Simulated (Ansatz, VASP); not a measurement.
**Be2Ir: VASP beside Ansatz**

```
Be Ir
1.0
     3.62139    0.00000    0.00000
    -1.81069    3.13621    0.00000
     0.00000    0.00000    2.66565
Be Ir
2 1
Cartesian
  0.0000 2.0908 1.3328
  1.8107 1.0454 1.3328
  0.0000 0.0000 0.0000
```

Alike in both runs: functional PBE; k mesh 12 × 12 × 18; occupations gaussian, width 0.1 eV; no spin polarisation.

Ansatz relaxed the structure, and its values are those at the end. VASP's run is a single point on that final structure, the one shown.

|  | VASP | Ansatz |
| --- | --- | --- |
| version | VASP 6.6.1 | Ansatz 0.2.0 |
| potentials or method | VASP PAW PBE potentials, release 64 (Be, Ir), cutoff 520 eV | scalar-relativistic, plane waves, PAW |
| valence electrons in the cell | 13 | 21 |

Ansatz gave:

| Item | Value |
| --- | --- |
| gap on the k mesh at the Fermi level (eV) | none |
| pressure (GPa) | 0.0 |

Problem. Which values does VASP return?

Solution. gap on the k mesh at the Fermi level (eV): none; pressure (GPa): 0.2.

A gap of «none» marks a metal or a gap that the smearing closes. With one functional, cell and mesh, what is left measures potentials, basis and numerics. VASP's potentials hold 13 valence electrons a cell and Ansatz's 21, so a difference there can come from the potentials and not from the codes.

Neither program's run includes spin-orbit coupling.
